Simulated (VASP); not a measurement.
# LiCl (Fm-3m) in VASP: notebook

LiCl is run at these levels: PBE, revPBE+D3(BJ); tasks: single point.

Everything below comes from runs of VASP 6.6.1. Logs are shortened: lines on timing, memory, paths and dates and some standing lists are left out, and cuts for length are marked.

## 1. The cell of the first run

It takes space group Fm-3m (No. 225, cubic). The conventional cell has a = 5.130 Å, b = 5.130 Å, c = 5.130 Å, α = 90.00°, β = 90.00°, γ = 90.00°. Cl (site symmetry m-3m) has 6 Li at 2.56 Å within 3.4 Å. Li (site symmetry m-3m) has 6 Cl at 2.56 Å within 3.4 Å.

## 2. Single point, PBE

INCAR reads:

```
ALGO = Normal
EDIFF = 1E-6
ENCUT = 750
GGA = PE
GGA_COMPAT = False
ISIF = 2
ISMEAR = 0
LASPH = True
LCHARG = False
LREAL = False
LWAVE = False
NBANDS = 12
NELM = 120
PREC = Accurate
SIGMA = 0.02
```

KPOINTS reads:

```
k-points
0
Gamma
  9 9 9
```

POSCAR reads:

```
LiCl
1.0
    3.6271325200      0.0000000000      0.0000000000
    1.8135662600      3.1411889052      0.0000000000
    1.8135662600      1.0470629684      2.9615413012
Cl Li
1 1
Direct
    0.5000000000      0.5000000000      0.5000000000
    0.0000000000      0.0000000000      0.0000000000
```

Potentials or basis: VASP PAW PBE potentials, release 64 (Cl, Li_sv).

Launch:

```console
> cat potpaw_PBE.64/Cl/POTCAR potpaw_PBE.64/Li_sv/POTCAR > POTCAR
> mpirun -np 1 vasp_std > vasp.out
```

OUTCAR:

```text
EDIFF = 1E-6
   ENCUT = 750
   GGA = PE
   ISIF = 2
   ISMEAR = 0
   LASPH = True
   LREAL = False
   NELM = 120
   PREC = Accurate

 ion  position               nearest neighbor table
   1  0.500  0.500  0.500-   2 2.56   2 2.56   2 2.56   2 2.56   2 2.56   2 2.56
   2  0.000  0.000  0.000-   1 2.56   1 2.56   1 2.56   1 2.56   1 2.56   1 2.56

  LATTYP: Found a face centered cubic cell.
 ALAT       =     5.1295400023

  Lattice vectors:

 A1 = (   3.6271325200,   0.0000000000,   0.0000000000)
 A2 = (   1.8135662600,   3.1411889052,   0.0000000000)
 A3 = (   1.8135662600,   1.0470629684,   2.9615413012)

Analysis of symmetry for initial positions (statically):
=====================================================================
 Subroutine PRICEL returns:
 Original cell was already a primitive cell.

 Routine SETGRP: Setting up the symmetry group for a
 face centered cubic supercell.

 Subroutine GETGRP returns: Found 48 space group operations
 (whereof 48 operations were pure point group operations)
 out of a pool of 48 trial point group operations.

The static configuration has the point symmetry O_h .

Analysis of symmetry for dynamics (positions and initial velocities):
=====================================================================
 Subroutine PRICEL returns:
 Original cell was already a primitive cell.

 Routine SETGRP: Setting up the symmetry group for a
 face centered cubic supercell.

 Subroutine GETGRP returns: Found 48 space group operations
 (whereof 48 operations were pure point group operations)
 out of a pool of 48 trial point group operations.

The dynamic configuration has the point symmetry O_h .

 Subroutine INISYM returns: Found 48 space group operations
 (whereof 48 operations are pure point group operations),
 and found     1 'primitive' translations

----------------------------------------------------------------------------------------

                                     Primitive cell

  volume of cell :      33.7423

  direct lattice vectors                    reciprocal lattice vectors
     3.627132520  0.000000000  0.000000000     0.275699880 -0.159175400 -0.112554005
     1.813566260  3.141188905  0.000000000     0.000000000  0.318350800 -0.112554005
     1.813566260  1.047062968  2.961541301     0.000000000  0.000000000  0.337662014

  length of vectors
     3.627132520  3.627132520  3.627132520     0.337662014  0.337662014  0.337662014

  position of ions in fractional coordinates (direct lattice)
     0.500000000  0.500000000  0.500000000
     0.000000000  0.000000000  0.000000000

  ion indices of the primitive-cell ions
   primitive index   ion index
                 1           1
                 2           2

----------------------------------------------------------------------------------------

 KPOINTS: k-points

Automatic generation of k-mesh.
 Grid dimensions read from file:
 generate k-points for:    9    9    9

 Generating k-lattice:

  Cartesian coordinates                     Fractional coordinates (reciprocal lattice)
     0.030633320 -0.017686156 -0.012506001     0.111111111 -0.000000000 -0.000000000
     0.000000000  0.035372311 -0.012506001     0.000000000  0.111111111  0.000000000
     0.000000000  0.000000000  0.037518002     0.000000000  0.000000000  0.111111111

  Length of vectors
     0.037518002  0.037518002  0.037518002

  Shift w.r.t. Gamma in fractional coordinates (k-lattice)
     0.000000000  0.000000000  0.000000000

 Subroutine IBZKPT returns following result:
 ===========================================

 Found     35 irreducible k-points:

 Following reciprocal coordinates:
            Coordinates               Weight
  0.000000  0.000000  0.000000      1.000000
  0.111111  0.000000  0.000000      8.000000
  0.222222  0.000000  0.000000      8.000000
  0.333333  0.000000  0.000000      8.000000
  0.444444  0.000000  0.000000      8.000000
  0.111111  0.111111  0.000000      6.000000
[... 16 lines left out ...]
 -0.333333  0.333333 -0.000000     12.000000
  0.444444  0.444444  0.000000      6.000000
 [... further k-points ...]
   k-points           NKPTS =     35   k-points in BZ     NKDIM =     35   number of bands    NBANDS=     12
   number of dos      NEDOS =    301   number of ions     NIONS =      2
   total plane-waves  NPLWV =  32768
   dimension x,y,z NGX =    32 NGY =   32 NGZ =   32
   dimension x,y,z NGXF=    64 NGYF=   64 NGZF=   64
   ions per type =               1   1
   NGX,Y,Z   is equivalent  to a cutoff of  14.67, 14.67, 14.67 a.u.
   NGXF,Y,Z  is equivalent  to a cutoff of  29.33, 29.33, 29.33 a.u.
 SYSTEM =  unknown system
   PREC   = accura    normal or accurate (medium, high low for compatibility)
   ISTART =      0    job   : 0-new  1-cont  2-samecut
   ICHARG =      2    charge: 1-file 2-atom 10-const
   ISPIN  =      1    spin polarized calculation?
   LNONCOLLINEAR =      F non collinear calculations
   LSORBIT =      F    spin-orbit coupling
   LASPH  =      T    aspherical Exc in radial PAW
   ENCUT  =  750.0 eV  55.12 Ry    7.42 a.u.   8.10  8.10  8.10*2*pi/ulx,y,z
   NELM   =    120;   NELMIN=  2; NELMDL= -5     # of ELM steps
   EDIFF  = 0.1E-05   stopping-criterion for ELM
   LREAL  =      F    real-space projection
[... 7 lines left out ...]
   TEBEG  =    0.0;   TEEND  =   0.0 temperature during run
   PSTRESS=    0.0 pullay stress
   NELECT =      10.0000    total number of electrons
   NUPDOWN=      -1.0000    fix difference up-down
   EMIN   =  10.00;   EMAX   =-10.00  energy-range for DOS
   EFERMI =   0.00;   METHOD = LEGACY
   ISMEAR =     0;   SIGMA  =   0.02  broadening in eV -4-tet -1-fermi 0-gaus
   EFERMI_NEDOS =   21; number of points for ismear=-14 and -15
   IALGO  =     38    algorithm
   IMIX   =      4    mixing-type and parameters
     AMIX     =   0.40;   BMIX     =  1.00
     AMIX_MAG =   1.60;   BMIX_MAG =  1.00
  volume/ion in A,a.u.               =      16.87       113.85
  Fermi-wavevector in a.u.,A,eV,Ry     =   1.091482  2.062601 16.209056  1.191332
  Thomas-Fermi vector in A             =   2.227728
   LORBIT       =      0    0 simple, 1 ext, 2 COOP (PROOUT), +10 PAW based schemes
   GGA     = PE    functional components
   LHFCALC =     F    Hartree Fock is set to
   AEXX    =    0.0000 exact exchange contribution
   IVDW    =     0    specifies the selected vdW correction
   LEPSILON=     F    determine dielectric tensor
   LRPA    =     F    only Hartree local field effects (RPA)
 non-spin polarized calculation
 Gauss-broadening in eV      SIGMA  =   0.02
  energy-cutoff  :      750.00
  volume of cell :       33.74
 maximum number of plane-waves:      1592
   NGX = 17   NGY = 17   NGZ = 17

 number of electron      10.0000002 magnetization

 Free energy of the ion-electron system (eV)
  ---------------------------------------------------
  ext. energy  EPLUGINS =         0.00000000
  ---------------------------------------------------
  free energy    TOTEN  =        -7.38337441 eV

  energy without entropy =       -7.38337441  energy(sigma->0) =       -7.38337441

 E-fermi :   0.6666     XC(G=0):  -8.7306

 val. band max:        0.5782844711   @ k =   0.0000   0.0000   0.0000
 cond. band min:       6.9121178194   @ k =   0.0000   0.0000   0.0000
 fundamental gap:      6.3338333483
 Fermi energy:         0.6665658733

 k-point     1 :       0.0000    0.0000    0.0000
  band No.  band energies     occupation
      1     -42.9355      2.00000
      2     -12.8187      2.00000
      3       0.5783      2.00000
      4       0.5783      2.00000
      5       0.5783      2.00000
      6       6.9121      0.00000
      7      12.5174      0.00000
      8      12.5174      0.00000
      9      12.5174      0.00000
     10      15.1090      0.00000
     11      15.1091      0.00000
     12      15.2018      0.00000

 k-point     2 :       0.1111    0.0000    0.0000
  band No.  band energies     occupation
      1     -42.9352      2.00000
      2     -12.7585      2.00000
      3       0.1524      2.00000
      4       0.5454      2.00000
      5       0.5454      2.00000
      6       7.2941      0.00000
      7      11.8392      0.00000
      8      12.4843      0.00000
      9      12.4843      0.00000
     10      13.7243      0.00000
     11      13.7243      0.00000
     12      15.5073      0.00000

 k-point     3 :       0.2222    0.0000    0.0000
  band No.  band energies     occupation
      1     -42.9344      2.00000
      2     -12.5993      2.00000
      3      -0.7621      2.00000
      4       0.4659      2.00000
      5       0.4659      2.00000
      6       7.7845      0.00000
      7      11.4472      0.00000
      8      11.5351      0.00000
      9      11.5351      0.00000
     10      14.2248      0.00000
     11      14.2248      0.00000
     12      16.0030      0.00000

 k-point     4 :       0.3333    0.0000    0.0000
  band No.  band energies     occupation
      1     -42.9335      2.00000
      2     -12.4046      2.00000
      3      -1.6428      2.00000
      4       0.3815      2.00000
      5       0.3815      2.00000
      6       7.6426      0.00000
      7      10.6214      0.00000
      8      10.6214      0.00000
      9      12.2939      0.00000
     10      15.6622      0.00000
     11      15.6622      0.00000
     12      16.5609      0.00000

 k-point     5 :       0.4444    0.0000    0.0000
  band No.  band energies     occupation
      1     -42.9329      2.00000
      2     -12.2684      2.00000
      3      -2.1654      2.00000
      4       0.3295      2.00000
      5       0.3295      2.00000
      6       7.3784      0.00000
      7      10.1408      0.00000
      8      10.1408      0.00000
      9      13.3655      0.00000
     10      17.2549      0.00000
     11      17.3243      0.00000
     12      17.3243      0.00000
[... 228 lines left out ...]
      1     -42.9324      2.00000
      2     -12.1135      2.00000
      3      -1.9560      2.00000
      4      -0.5472      2.00000
      5      -0.3544      2.00000
      6       8.7731      0.00000
      7       9.4418      0.00000
      8      11.7101      0.00000
      9      13.4250      0.00000
     10      14.4481      0.00000
     11      18.0054      0.00000
     12      19.4497      0.00000

 k-point    22 :      -0.4444    0.3333   -0.0000
  band No.  band energies     occupation
      1     -42.9321      2.00000
      2     -12.0467      2.00000
      3      -1.9691      2.00000
      4      -1.0125      2.00000
      5      -0.2771      2.00000
      6       8.6779      0.00000
      7      10.2407      0.00000
      8      11.9175      0.00000
      9      12.5061      0.00000
     10      14.7025      0.00000
     11      18.0168      0.00000
     12      19.2460      0.00000

 k-point    23 :      -0.3333    0.3333   -0.0000
  band No.  band energies     occupation
      1     -42.9322      2.00000
      2     -12.0746      2.00000
      3      -1.6009      2.00000
      4      -1.4510      2.00000
      5      -0.0679      2.00000
      6       8.7177      0.00000
      7      11.1621      0.00000
      8      11.5291      0.00000
      9      11.5892      0.00000
     10      15.1106      0.00000
     11      16.6683      0.00000
     12      18.9916      0.00000

 k-point    24 :       0.4444    0.4444    0.0000
  band No.  band energies     occupation
      1     -42.9321      2.00000
      2     -12.0343      2.00000
      3      -2.2299      2.00000
      4      -0.4928      2.00000
      5      -0.4928      2.00000
      6       8.5093      0.00000
      7       8.9360      0.00000
      8      12.7397      0.00000
      9      14.5466      0.00000
     10      14.5466      0.00000
     11      17.4916      0.00000
     12      19.3266      0.00000

 [... further k-points ...]

------------------------ aborting loop because EDIFF is reached ----------------------------------------

  FORCE on cell =-STRESS in cart. coord.  units (eV):
  Direction    XX          YY          ZZ          XY          YZ          ZX
  --------------------------------------------------------------------------------------
  -------------------------------------------------------------------------------------
  Total        0.0661158      0.0661158      0.0661158      0.0000000      0.0000000     -0.0000000
  in kB        3.1393548      3.1393548      3.1393548      0.0000000      0.0000000     -0.0000000
  external PRESSURE =       3.1393548 kB  Pullay stress =       0.0000000 kB

 VOLUME and BASIS-vectors are now :
 -----------------------------------------------------------------------------
  energy-cutoff  :      750.00
  volume of cell :       33.74
      direct lattice vectors                 reciprocal lattice vectors
     3.627132520  0.000000000  0.000000000     0.275699880 -0.159175400 -0.112554005
     1.813566260  3.141188905  0.000000000     0.000000000  0.318350800 -0.112554005
     1.813566260  1.047062968  2.961541301     0.000000000  0.000000000  0.337662014

 POSITION                                       TOTAL-FORCE (eV/Angst)
 -----------------------------------------------------------------------------------
      3.62713      2.09413      1.48077        -0.000000      0.000000      0.000000
      0.00000      0.00000      0.00000         0.000000     -0.000000      0.000000
 -----------------------------------------------------------------------------------
    total drift:                               -0.000000      0.000000     -0.000000

  FREE ENERGIE OF THE ION-ELECTRON SYSTEM (eV)
  ---------------------------------------------------
  free  energy   TOTEN  =        -7.3833744087 eV

  energy  without entropy=       -7.3833744087  energy(sigma->0) =       -7.38337441
```

Wall time 12 s (1 thread of Intel Xeon Platinum 8259CL at 2.50GHz (Skylake/Cascade Lake), shared host); peak memory 0.17 GiB.

Results:

```yaml
Free_energy: -7.3834 eV
Pressure: 0.3 GPa
Band_gap_on_the_k_mesh: 6.33 eV
```

Caveat: an odd mesh through Γ misses points on the zone boundary, where band edges can lie. A hybrid or GW would open this gap; PBE tends to underestimate it.

## 3. Single point, PBE

INCAR reads:

```
PREC = Accurate ; ENCUT = 750
EDIFF = 1E-6 ; ISMEAR = 0
SIGMA = 0.01 ; LREAL = F
LASPH = T ; NELM = 120
ALGO = Normal ; ISIF = 2
LWAVE = F ; LCHARG = T
GGA = PE ; LELF = T
LVHAR = T ; NBANDS = 12
GGA_COMPAT = F
```

KPOINTS reads:

```
regular mesh
0
Gamma
  6 6 6
```

POSCAR reads:

```
LiCl
1.0
    0.0000000000      2.5647700000      2.5647700000
    2.5647700000      0.0000000000      2.5647700000
    2.5647700000      2.5647700000      0.0000000000
Cl Li
1 1
Direct
    0.5000000000      0.5000000000      0.5000000000
    0.0000000000      0.0000000000      0.0000000000
```

Potentials or basis: VASP PAW PBE potentials, release 64 (Cl, Li_sv).

Launch:

```console
> cat potpaw_PBE.64/Cl/POTCAR potpaw_PBE.64/Li_sv/POTCAR > POTCAR
> mpirun -np 1 vasp_std > vasp.out
```

OUTCAR:

```text
PREC = Accurate
   ENCUT = 750
   EDIFF = 1E-6
   ISMEAR = 0
   LREAL = F
   LASPH = T
   NELM = 120
   ISIF = 2
   GGA = PE

 ion  position               nearest neighbor table
   1  0.500  0.500  0.500-   2 2.56   2 2.56   2 2.56   2 2.56   2 2.56   2 2.56
   2  0.000  0.000  0.000-   1 2.56   1 2.56   1 2.56   1 2.56   1 2.56   1 2.56

  LATTYP: Found a face centered cubic cell.
 ALAT       =     5.1295400000

  Lattice vectors:

 A1 = (   0.0000000000,   2.5647700000,   2.5647700000)
 A2 = (   2.5647700000,   0.0000000000,   2.5647700000)
 A3 = (   2.5647700000,   2.5647700000,   0.0000000000)

Analysis of symmetry for initial positions (statically):
=====================================================================
 Subroutine PRICEL returns:
 Original cell was already a primitive cell.

 Routine SETGRP: Setting up the symmetry group for a
 face centered cubic supercell.

 Subroutine GETGRP returns: Found 48 space group operations
 (whereof 48 operations were pure point group operations)
 out of a pool of 48 trial point group operations.

The static configuration has the point symmetry O_h .
[... 162 lines left out ...]
      2     -12.8185      2.00000
      3       0.5785      2.00000
      4       0.5785      2.00000
      5       0.5785      2.00000
      6       6.9122      0.00000
      7      12.5175      0.00000
      8      12.5175      0.00000
      9      12.5175      0.00000
     10      15.1090      0.00000
     11      15.1091      0.00000
     12      15.2019      0.00000
[... 211 lines left out ...]
 k-point    16 :      -0.3333    0.5000    0.1667
  band No.  band energies     occupation
      1     -42.9321      2.00000
      2     -12.0107      2.00000
      3      -1.9481      2.00000
      4      -1.0732      2.00000
      5      -0.4912      2.00000
      6       9.3081      0.00000
      7       9.9855      0.00000
      8      11.9191      0.00000
      9      12.0130      0.00000
     10      15.5114      0.00000
     11      17.7991      0.00000
     12      19.2223      0.00000

------------------------ aborting loop because EDIFF is reached ----------------------------------------

  FORCE on cell =-STRESS in cart. coord.  units (eV):
  Direction    XX          YY          ZZ          XY          YZ          ZX
  --------------------------------------------------------------------------------------
  -------------------------------------------------------------------------------------
  Total        0.0665740      0.0665740      0.0665740     -0.0000000      0.0000000     -0.0000000
  in kB        3.1611146      3.1611146      3.1611146     -0.0000000      0.0000000     -0.0000000
  external PRESSURE =       3.1611146 kB  Pullay stress =       0.0000000 kB

 VOLUME and BASIS-vectors are now :
 -----------------------------------------------------------------------------
  energy-cutoff  :      750.00
  volume of cell :       33.74
      direct lattice vectors                 reciprocal lattice vectors
     0.000000000  2.564770000  2.564770000    -0.194949255  0.194949255  0.194949255
     2.564770000  0.000000000  2.564770000     0.194949255 -0.194949255  0.194949255
     2.564770000  2.564770000  0.000000000     0.194949255  0.194949255 -0.194949255

 POSITION                                       TOTAL-FORCE (eV/Angst)
 -----------------------------------------------------------------------------------
      2.56477      2.56477      2.56477         0.000000     -0.000000     -0.000000
      0.00000      0.00000      0.00000         0.000000      0.000000      0.000000
 -----------------------------------------------------------------------------------
    total drift:                               -0.000000     -0.000000      0.000000

  FREE ENERGIE OF THE ION-ELECTRON SYSTEM (eV)
  ---------------------------------------------------
  free  energy   TOTEN  =        -7.3832476226 eV

  energy  without entropy=       -7.3832476226  energy(sigma->0) =       -7.38324762
```

OSZICAR:

```text
N       E                     dE             d eps       ncg     rms          rms(c)
DAV:   1     0.523197905275E+02    0.52320E+02   -0.50035E+03   384   0.984E+02
DAV:   2    -0.401953377926E+01   -0.56339E+02   -0.53475E+02   488   0.162E+02
DAV:   3    -0.736719356395E+01   -0.33477E+01   -0.33327E+01   496   0.408E+01
DAV:   4    -0.744662642873E+01   -0.79433E-01   -0.79401E-01   504   0.649E+00
DAV:   5    -0.744777083914E+01   -0.11444E-02   -0.11444E-02   508   0.823E-01    0.240E+00
DAV:   6    -0.737774065345E+01    0.70030E-01   -0.15367E-01   452   0.181E+00    0.170E+00
DAV:   7    -0.737914412873E+01   -0.14035E-02   -0.48433E-02   580   0.119E+00    0.923E-01
DAV:   8    -0.738321773109E+01   -0.40736E-02   -0.65356E-03   460   0.595E-01    0.155E-01
DAV:   9    -0.738318492385E+01    0.32807E-04   -0.19155E-04   488   0.102E-01    0.547E-02
DAV:  10    -0.738325107807E+01   -0.66154E-04   -0.11149E-04   448   0.712E-02    0.507E-02
DAV:  11    -0.738324762074E+01    0.34573E-05   -0.13290E-05   516   0.222E-02    0.185E-03
DAV:  12    -0.738324762259E+01   -0.18481E-08   -0.49966E-07   412   0.523E-03
   1 F= -.73832476E+01 E0= -.73832476E+01  d E =-.916614E-58
```

Wall time 17 s (1 thread of Intel Xeon 8259CL, shared host); peak memory 0.17 GiB.

Results:

- Free energy: -7.3832 eV
- Pressure: 0.3 GPa
- Band gap on the k mesh: 6.33 eV

Levels at points of the mesh, in eV from the valence-band top:
| k point | band 1 | band 2 | band 3 | band 4 | band 5 | band 6 | band 7 | band 8 | band 9 | band 10 |
| --- | --- | --- | --- | --- | --- | --- | --- | --- | --- | --- |
| (0.00, 0.00, 0.00) | -43.51 | -13.40 | 0.00 | 0.00 | 0.00 | 6.33 | 11.94 | 11.94 | 11.94 | 14.53 |
| (0.50, 0.00, 0.00) | -43.51 | -12.83 | -2.81 | -0.26 | -0.26 | 6.76 | 9.50 | 9.50 | 12.97 | 16.90 |
| (0.50, 0.50, 0.00) | -43.51 | -12.58 | -2.89 | -1.10 | -1.10 | 7.87 | 8.29 | 12.44 | 14.12 | 14.12 |

(Part 1 of 2 ends here.)
